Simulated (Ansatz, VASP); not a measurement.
## Sn5PbSe6: VASP beside Ansatz

The input INCAR:

```
PREC = Accurate
ENCUT = 520
EDIFF = 1E-6
ISMEAR = 0
SIGMA = 0.1
LREAL = F
LASPH = T
NELM = 80
ALGO = Normal
ISIF = 2
LWAVE = F
LCHARG = F
GGA = PE
NBANDS = 72
```

The input KPOINTS:

```
Automatic mesh
0
Gamma
  4 4 1
```

File POSCAR:

```
Sn5PbSe6
1.0
    4.3151051300      0.0000000000      0.0000000000
    0.0000000000      4.3151051300      0.0000000000
    0.0000000000      0.0000000000     18.3074405900
Sn Pb Se
5 1 6
Direct
    0.0000000000      0.0000000000      0.8333333300
    0.5000000000      0.5000000000      0.6666666700
    0.5000000000      0.5000000000      0.3333333300
    0.0000000000      0.0000000000      0.1666666700
    0.5000000000      0.5000000000      0.0000000000
    0.0000000000      0.0000000000      0.5000000000
    0.0000000000      0.0000000000      0.6666666700
    0.5000000000      0.5000000000      0.5000000000
    0.0000000000      0.0000000000      0.3333333300
    0.5000000000      0.5000000000      0.1666666700
    0.0000000000      0.0000000000      0.0000000000
    0.5000000000      0.5000000000      0.8333333300
```

Input for Ansatz:

```yaml
crystal:
  lattice:
    - [4.31510513, 0.0, 0.0]
    - [0.0, 4.31510513, 0.0]
    - [0.0, 0.0, 18.30744059]
  atoms:
    - { symbol: Sn, position: [0.0, 0.0, 0.83333333] }
    - { symbol: Sn, position: [0.5, 0.5, 0.66666667] }
    - { symbol: Sn, position: [0.5, 0.5, 0.33333333] }
    - { symbol: Sn, position: [0.0, 0.0, 0.16666667] }
    - { symbol: Sn, position: [0.5, 0.5, 0.0] }
    - { symbol: Pb, position: [0.0, 0.0, 0.5] }
    - { symbol: Se, position: [0.0, 0.0, 0.66666667] }
    - { symbol: Se, position: [0.5, 0.5, 0.5] }
    - { symbol: Se, position: [0.0, 0.0, 0.33333333] }
    - { symbol: Se, position: [0.5, 0.5, 0.16666667] }
    - { symbol: Se, position: [0.0, 0.0, 0.0] }
    - { symbol: Se, position: [0.5, 0.5, 0.83333333] }
basis:
  ecutwfc: 420
kpoints:
  mp_grid: { grid: [4, 4, 1] }
hamiltonian:
  xc: pbe
scf:
  occupations: { method: gaussian, width: 0.1 }
  lower_state_search: "off"
output:
  forces: true
  stress: true
  eigenvalues: true
```

Alike in both runs: task single point; functional PBE; k mesh 4 × 4 × 1; occupations gaussian, width 0.1 eV; no spin polarisation.

```csv
,VASP,Ansatz
version,VASP 6.6.1,Ansatz 0.2.0
potentials or method,"VASP PAW PBE potentials, release 64 (Sn_d, Pb_d, Se), cutoff 520 eV","scalar-relativistic, plane waves, PAW"
valence electrons in the cell,120,180
```

|  | VASP | Ansatz | Ansatz less VASP |
| --- | --- | --- | --- |
| gap on the k mesh at the Fermi level (eV) | 0.50 | 0.50 | 0.000 |
| least direct gap on the mesh (eV) | 0.50 | 0.50 | 0.000 |
| pressure (GPa) | -0.4 | -0.4 | +0.01 |
| traceless stress, the component that is largest in VASP (GPa) | -1.65 | -1.65 | -0.002 |
| rms of the force components (eV/Å) | 0.050 | 0.050 | +0.0001 |

Atom by atom the forces differ by 0.000 eV/Å (rms over components). VASP's potentials hold 120 valence electrons a cell and Ansatz's 180, so a difference there can come from the potentials and not from the codes.

Neither program's run includes spin-orbit coupling.
